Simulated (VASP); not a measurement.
# MnS (F-43m) in VASP: further runs

MnS is run at these levels: PBE+U; tasks: single point.

Everything below comes from runs of VASP 6.6.1. Logs are shortened: lines on timing, memory, paths and dates and some standing lists are left out, and cuts for length are marked.

## Step 1: The cell of the first run

It takes space group F-43m (No. 216, cubic). The conventional cell has a = 5.600 Å, b = 5.600 Å, c = 5.600 Å, α = 90.00°, β = 90.00°, γ = 90.00°. Mn (site symmetry -43m) has 4 S at 2.42 Å within 3.2 Å. S (site symmetry -43m) has 4 Mn at 2.42 Å within 3.2 Å.

## Step 2: Single point, PBE+U, collinear spin, ferromagnetic start

INCAR

```
PREC = Accurate ; ENCUT = 600
EDIFF = 1E-6 ; ISMEAR = 0
SIGMA = 0.05 ; LREAL = F
LASPH = T ; NELM = 200
ALGO = Normal ; ISIF = 2
LWAVE = F ; LCHARG = F
ISPIN = 2 ; MAGMOM = 5 0
LORBIT = 11 ; LMAXMIX = 4
LDAU = T ; LDAUTYPE = 2
LDAUL = 2 -1 ; LDAUU = 3 0
LDAUJ = 0 0 ; LDAUPRINT = 1
GGA = PE ; NBANDS = 22
GGA_COMPAT = F
```

KPOINTS

```
Automatic mesh
0
Gamma
  6 6 6
```

POSCAR

```
MnS
1.0
    0.0000000000      2.8000000000      2.8000000000
    2.8000000000      0.0000000000      2.8000000000
    2.8000000000      2.8000000000      0.0000000000
Mn S
1 1
Direct
    0.0000000000      0.0000000000      0.0000000000
    0.7500000000      0.7500000000      0.7500000000
```

Potentials or basis: VASP PAW PBE potentials, release 64 (Mn_sv, S).

On the command line:

```
cat potpaw_PBE.64/Mn_sv/POTCAR potpaw_PBE.64/S/POTCAR > POTCAR
mpirun -np 1 vasp_std > vasp.out
```

OUTCAR:

```text
PREC = Accurate
   ENCUT = 600
   EDIFF = 1E-6
   ISMEAR = 0
   LREAL = F
   LASPH = T
   NELM = 200
   ISIF = 2
   ISPIN = 2
   LORBIT = 11
   GGA = PE

 ion  position               nearest neighbor table
   1  0.000  0.000  0.000-   2 2.42   2 2.42   2 2.42   2 2.42
   2  0.750  0.750  0.750-   1 2.42   1 2.42   1 2.42   1 2.42

  LATTYP: Found a face centered cubic cell.
 ALAT       =     5.6000000000

  Lattice vectors:

 A1 = (   0.0000000000,   2.8000000000,   2.8000000000)
 A2 = (   2.8000000000,   0.0000000000,   2.8000000000)
 A3 = (   2.8000000000,   2.8000000000,   0.0000000000)

Analysis of symmetry for initial positions (statically):
=====================================================================
 Subroutine PRICEL returns:
 Original cell was already a primitive cell.

 Routine SETGRP: Setting up the symmetry group for a
 face centered cubic supercell.

 Subroutine GETGRP returns: Found 24 space group operations
 (whereof 24 operations were pure point group operations)
 out of a pool of 48 trial point group operations.

The static configuration has the point symmetry T_d .

Analysis of symmetry for dynamics (positions and initial velocities):
=====================================================================
 Subroutine PRICEL returns:
 Original cell was already a primitive cell.

 Routine SETGRP: Setting up the symmetry group for a
 face centered cubic supercell.

 Subroutine GETGRP returns: Found 24 space group operations
 (whereof 24 operations were pure point group operations)
 out of a pool of 48 trial point group operations.

The dynamic configuration has the point symmetry T_d .

Analysis of structural, dynamic, and magnetic symmetry:
=====================================================================
 Subroutine PRICEL returns:
 Original cell was already a primitive cell.

 Routine SETGRP: Setting up the symmetry group for a
 face centered cubic supercell.

 Subroutine GETGRP returns: Found 24 space group operations
 (whereof 24 operations were pure point group operations)
 out of a pool of 48 trial point group operations.

The overall configuration has the point symmetry T_d .

 Subroutine INISYM returns: Found 24 space group operations
 (whereof 24 operations are pure point group operations),
 and found     1 'primitive' translations

----------------------------------------------------------------------------------------

                                     Primitive cell

  volume of cell :      43.9040

  direct lattice vectors                    reciprocal lattice vectors
     0.000000000  2.800000000  2.800000000    -0.178571429  0.178571429  0.178571429
     2.800000000  0.000000000  2.800000000     0.178571429 -0.178571429  0.178571429
     2.800000000  2.800000000  0.000000000     0.178571429  0.178571429 -0.178571429

  length of vectors
     3.959797975  3.959797975  3.959797975     0.309294787  0.309294787  0.309294787

  position of ions in fractional coordinates (direct lattice)
     0.000000000  0.000000000  0.000000000
     0.750000000  0.750000000  0.750000000

  ion indices of the primitive-cell ions
   primitive index   ion index
                 1           1
                 2           2

----------------------------------------------------------------------------------------

 KPOINTS: Automatic mesh

Automatic generation of k-mesh.
 Grid dimensions read from file:
 generate k-points for:    6    6    6

[... 59 lines left out ...]
   NFREE  =      0    steps in history (QN), initial steepest desc. (CG)
   ISIF   =      2    stress and relaxation
   ISYM   =      2    0-nonsym 1-usesym 2-fastsym
   POTIM  = 0.5000    time-step for ionic-motion
   TEBEG  =    0.0;   TEEND  =   0.0 temperature during run
   PSTRESS=    0.0 pullay stress
   NELECT =      21.0000    total number of electrons
   NUPDOWN=      -1.0000    fix difference up-down
   EMIN   =  10.00;   EMAX   =-10.00  energy-range for DOS
   EFERMI =   0.00;   METHOD = LEGACY
   ISMEAR =     0;   SIGMA  =   0.05  broadening in eV -4-tet -1-fermi 0-gaus
   EFERMI_NEDOS =   21; number of points for ismear=-14 and -15
   IALGO  =     38    algorithm
   IMIX   =      4    mixing-type and parameters
     AMIX     =   0.40;   BMIX     =  1.00
     AMIX_MAG =   1.60;   BMIX_MAG =  1.00
  volume/ion in A,a.u.               =      21.95       148.14
  Fermi-wavevector in a.u.,A,eV,Ry     =   1.280304  2.419424 22.302389  1.639179
  Thomas-Fermi vector in A             =   2.412740
   LORBIT       =     11    0 simple, 1 ext, 2 COOP (PROOUT), +10 PAW based schemes
 LDA+U is selected, type is set to LDAUTYPE =  2
   angular momentum for each species LDAUL =     2   -1
   U (eV)           for each species LDAUU =   3.0  0.0
   J (eV)           for each species LDAUJ =   0.0  0.0
   GGA     = PE    functional components
   LHFCALC =     F    Hartree Fock is set to
   AEXX    =    0.0000 exact exchange contribution
   IVDW    =     0    specifies the selected vdW correction
   LEPSILON=     F    determine dielectric tensor
   LRPA    =     F    only Hartree local field effects (RPA)
 spin polarized calculation
 Gauss-broadening in eV      SIGMA  =   0.05
  energy-cutoff  :      600.00
  volume of cell :       43.90
 maximum number of plane-waves:      1484
   NGX = 15   NGY = 15   NGZ = 15

atom =   1  type =  1  l = 2

 onsite density matrix

spin component  1

  0.8979  0.0000  0.0000 -0.0000  0.0000
  0.0000  0.8979  0.0000 -0.0000 -0.0000
  0.0000  0.0000  0.8951 -0.0000  0.0000
 -0.0000 -0.0000 -0.0000  0.8979 -0.0000
  0.0000 -0.0000  0.0000 -0.0000  0.8951

spin component  2

  0.0519 -0.0000  0.0000  0.0000 -0.0000
 -0.0000  0.0519 -0.0000  0.0000  0.0000
  0.0000 -0.0000  0.0144  0.0000 -0.0000
  0.0000  0.0000  0.0000  0.0519  0.0000
 -0.0000  0.0000 -0.0000  0.0000  0.0144

 occupancies and eigenvectors

  o =  0.0144  v =  0.0000  0.0000  0.0000  0.0000  0.0000  0.0000 -0.0000  0.0799  0.0000  0.9968      0.0000  0.0000  0.0000  0.0000  0.0000  0.0000  0.0000  0.0000  0.0000  0.0000
  o =  0.0144  v =  0.0000  0.0000  0.0000  0.0000  0.0000  0.0000 -0.0000 -0.9968 -0.0000  0.0799      0.0000  0.0000  0.0000  0.0000  0.0000  0.0000  0.0000  0.0000  0.0000  0.0000
  o =  0.0519  v =  0.0000  0.0000  0.0000  0.0000  0.0000  0.0000  0.9995 -0.0000 -0.0309  0.0000      0.0000  0.0000  0.0000  0.0000  0.0000  0.0000  0.0000  0.0000  0.0000  0.0000
  o =  0.0519  v =  0.0000  0.0000  0.0000  0.0000  0.0000  0.0000  0.0309 -0.0000  0.9995 -0.0000      0.0000  0.0000  0.0000  0.0000  0.0000  0.0000  0.0000  0.0000  0.0000  0.0000
  o =  0.0519  v =  0.0000  0.0000  0.0000  0.0000  0.0000  1.0000  0.0000  0.0000  0.0000  0.0000      0.0000  0.0000  0.0000  0.0000  0.0000  0.0000  0.0000  0.0000  0.0000  0.0000
  o =  0.8951  v =  0.0000 -0.0000 -0.9998  0.0000  0.0211  0.0000  0.0000  0.0000  0.0000  0.0000      0.0000  0.0000  0.0000  0.0000  0.0000  0.0000  0.0000  0.0000  0.0000  0.0000
  o =  0.8951  v =  0.0000  0.0000  0.0211  0.0000  0.9998  0.0000  0.0000  0.0000  0.0000  0.0000      0.0000  0.0000  0.0000  0.0000  0.0000  0.0000  0.0000  0.0000  0.0000  0.0000
  o =  0.8979  v =  1.0000  0.0000  0.0000  0.0000  0.0000  0.0000  0.0000  0.0000  0.0000  0.0000      0.0000  0.0000  0.0000  0.0000  0.0000  0.0000  0.0000  0.0000  0.0000  0.0000
  o =  0.8979  v =  0.0000 -0.7325  0.0000 -0.6808  0.0000  0.0000  0.0000  0.0000  0.0000  0.0000      0.0000  0.0000  0.0000  0.0000  0.0000  0.0000  0.0000  0.0000  0.0000  0.0000
  o =  0.8979  v =  0.0000 -0.6808  0.0000  0.7325  0.0000  0.0000  0.0000  0.0000  0.0000  0.0000      0.0000  0.0000  0.0000  0.0000  0.0000  0.0000  0.0000  0.0000  0.0000  0.0000

 number of electron      20.9999993 magnetization       4.9999998

 Free energy of the ion-electron system (eV)
  ---------------------------------------------------
  ext. energy  EPLUGINS =         0.00000000
  ---------------------------------------------------
  free energy    TOTEN  =       -13.06248624 eV

  energy without entropy =      -13.06248624  energy(sigma->0) =      -13.06248624

 E-fermi :   5.7507     XC(G=0):  -9.3143

 val. band max:        5.2433072410   @ k =   0.0000   0.0000   0.0000
 cond. band min:       6.0220792768   @ k =   0.5000   0.5000   0.0000
 fundamental gap:      0.7787720358
 Fermi energy:         5.7507451538

 spin component 1

 k-point     1 :       0.0000    0.0000    0.0000
  band No.  band energies     occupation
      1     -76.6739      1.00000
      2     -45.4203      1.00000
      3     -45.4203      1.00000
      4     -45.4203      1.00000
      5      -8.3840      1.00000
      6      -0.1526      1.00000
[... 389 lines left out ...]
     21      18.4780      0.00000
     22      21.1911      0.00000
 Fermi energy:         5.7507451538

 spin component 2

 k-point     1 :       0.0000    0.0000    0.0000
  band No.  band energies     occupation
      1     -71.7799      1.00000
      2     -40.6101      1.00000
      3     -40.6101      1.00000
      4     -40.6101      1.00000
      5      -8.1323      1.00000
      6       2.3895      1.00000
[... 389 lines left out ...]
     21      19.0610      0.00000
     22      21.5622      0.00000

------------------------ aborting loop because EDIFF is reached ----------------------------------------

  FORCE on cell =-STRESS in cart. coord.  units (eV):
  Direction    XX          YY          ZZ          XY          YZ          ZX
  --------------------------------------------------------------------------------------
  -------------------------------------------------------------------------------------
  Total        0.9426795      0.9426795      0.9426795      0.0000000     -0.0000000     -0.0000000
  in kB       34.4009601     34.4009601     34.4009601      0.0000000     -0.0000000     -0.0000000
  external PRESSURE =      34.4009601 kB  Pullay stress =       0.0000000 kB

 VOLUME and BASIS-vectors are now :
 -----------------------------------------------------------------------------
  energy-cutoff  :      600.00
  volume of cell :       43.90
      direct lattice vectors                 reciprocal lattice vectors
     0.000000000  2.800000000  2.800000000    -0.178571429  0.178571429  0.178571429
     2.800000000  0.000000000  2.800000000     0.178571429 -0.178571429  0.178571429
     2.800000000  2.800000000  0.000000000     0.178571429  0.178571429 -0.178571429

 POSITION                                       TOTAL-FORCE (eV/Angst)
 -----------------------------------------------------------------------------------
      0.00000      0.00000      0.00000         0.000000      0.000000      0.000000
      4.20000      4.20000      4.20000        -0.000000     -0.000000     -0.000000
 -----------------------------------------------------------------------------------
    total drift:                               -0.000000     -0.000000     -0.000000

  FREE ENERGIE OF THE ION-ELECTRON SYSTEM (eV)
  ---------------------------------------------------
  free  energy   TOTEN  =       -13.0624862447 eV

  energy  without entropy=      -13.0624862447  energy(sigma->0) =      -13.06248624

 total charge

# of ion       s       p       d       tot
------------------------------------------
    1        2.154   6.025   4.647  12.826
    2        1.312   2.484   0.000   3.796
--------------------------------------------------
tot          3.466   8.509   4.647  16.621

 magnetization (x)

# of ion       s       p       d       tot
------------------------------------------
    1        0.034   0.029   4.283   4.346
    2        0.008   0.040   0.000   0.049
--------------------------------------------------
tot          0.042   0.069   4.283   4.395
```

Run time: 23 s. Hardware: 1 thread of Intel Xeon Platinum 8488C (Sapphire Rapids), shared host; peak memory 0.2 GiB.

Results:

* Free energy: -13.0625 eV
* Pressure: 3.4 GPa
* Band gap on the k mesh: 0.78 eV (least direct gap 1.16 eV)
* Net moment: 5.00 μB per cell
* Site moments: Mn +4.35; S +0.05 μB
* Valence electrons inside the program's atomic spheres: Mn 12.83; S 3.80

Eigenvalues of the final occupation matrices:
| site | spin | trace | eigenvalues |
| --- | --- | --- | --- |
| site 1 d | 1 | 4.48 | 0.90 0.90 0.90 0.90 0.90 |
| site 1 d | 2 | 0.18 | 0.01 0.01 0.05 0.05 0.05 |

Caveat: the cell stands under pressure; a cell with one magnetic atom can't hold antiferromagnetic order, which such compounds often take. The state reached can hang on the start; a lower one may exist.

## Step 3: Single point, PBE+U, collinear spin, ferromagnetic start

INCAR

```
SYSTEM = MnS
  PREC = Accurate
  ENCUT = 600
  EDIFF = 1E-6
  ISMEAR = 0
  SIGMA = 0.05
  LREAL = .FALSE.
  LASPH = .TRUE.
  NELM = 200
  ALGO = Normal
  ISIF = 2
  LWAVE = .FALSE.
  LCHARG = .TRUE.
  ISPIN = 2
  MAGMOM = 1.25 0
  LORBIT = 11
  NUPDOWN = 1.25
  LMAXMIX = 4
  LDAU = .TRUE.
  LDAUTYPE = 2
  LDAUL = 2 -1
  LDAUU = 3 0
  LDAUJ = 0 0
  LDAUPRINT = 1
  GGA = PE
  LELF = .TRUE.
  LVHAR = .TRUE.
  NBANDS = 22
  GGA_COMPAT = .FALSE.
```

KPOINTS

```
regular mesh
0
G
  6 6 6
  0 0 0
```

POSCAR is that of step 2.

Potentials or basis: VASP PAW PBE potentials, release 64 (Mn_sv, S).

On the command line:

```
cat potpaw_PBE.64/Mn_sv/POTCAR potpaw_PBE.64/S/POTCAR > POTCAR
mpirun -np 1 vasp_std > vasp.out
```

OUTCAR:

```text
SYSTEM = MnS
   PREC = Accurate
   ENCUT = 600
   EDIFF = 1E-6
   ISMEAR = 0
   LREAL = .FALSE.
   LASPH = .TRUE.
   NELM = 200
   ISIF = 2
   ISPIN = 2
   LORBIT = 11
   NUPDOWN = 1.25
   GGA = PE

 ion  position               nearest neighbor table
   1  0.000  0.000  0.000-   2 2.42   2 2.42   2 2.42   2 2.42
   2  0.750  0.750  0.750-   1 2.42   1 2.42   1 2.42   1 2.42

  LATTYP: Found a face centered cubic cell.
 ALAT       =     5.6000000000

  Lattice vectors:

 A1 = (   0.0000000000,   2.8000000000,   2.8000000000)
 A2 = (   2.8000000000,   0.0000000000,   2.8000000000)
 A3 = (   2.8000000000,   2.8000000000,   0.0000000000)

Analysis of symmetry for initial positions (statically):
[... 1038 lines left out ...]
 -----------------------------------------------------------------------------
  energy-cutoff  :      600.00
  volume of cell :       43.90
      direct lattice vectors                 reciprocal lattice vectors
     0.000000000  2.800000000  2.800000000    -0.178571429  0.178571429  0.178571429
     2.800000000  0.000000000  2.800000000     0.178571429 -0.178571429  0.178571429
     2.800000000  2.800000000  0.000000000     0.178571429  0.178571429 -0.178571429

 POSITION                                       TOTAL-FORCE (eV/Angst)
 -----------------------------------------------------------------------------------
      0.00000      0.00000      0.00000        -0.000000     -0.000000      0.000000
      4.20000      4.20000      4.20000         0.000000      0.000000     -0.000000
 -----------------------------------------------------------------------------------
    total drift:                               -0.000000     -0.000000     -0.000000

  FREE ENERGIE OF THE ION-ELECTRON SYSTEM (eV)
  ---------------------------------------------------
  free  energy   TOTEN  =        -9.8373847872 eV

  energy  without entropy=       -9.8328005494  energy(sigma->0) =       -9.83509267

 total charge

# of ion       s       p       d       tot
------------------------------------------
    1        2.141   6.007   4.723  12.871
    2        1.321   2.343   0.000   3.664
--------------------------------------------------
tot          3.462   8.350   4.723  16.535

 magnetization (x)

# of ion       s       p       d       tot
------------------------------------------
    1        0.011   0.004   1.156   1.170
    2       -0.007  -0.032   0.000  -0.039
--------------------------------------------------
tot          0.004  -0.029   1.156   1.131
```

It took 33 s on 1 thread of AMD EPYC 7R13 (Zen 3), shared host; peak memory 0.18 GiB.

Results:

```yaml
Free_energy: -9.8374 eV
Pressure: -13.3 GPa
Net_moment: 1.25 μB per cell
Site_moments: Mn +1.17; S -0.04 μB
Valence_electrons_inside_the_program's_atomic_spheres: Mn 12.87; S 3.66
```

Eigenvalues of the final occupation matrices:
```
    site  spin  trace               eigenvalues
site 1 d     1   2.95  0.41 0.41 0.41 0.86 0.86
site 1 d     2   1.79  0.03 0.03 0.58 0.58 0.58
```

Caveat: the cell stands under tension; the total moment is fixed, so each spin has its own Fermi level; a cell with one magnetic atom can't hold antiferromagnetic order, which such compounds often take.

(Continued in part 2 of 2.)
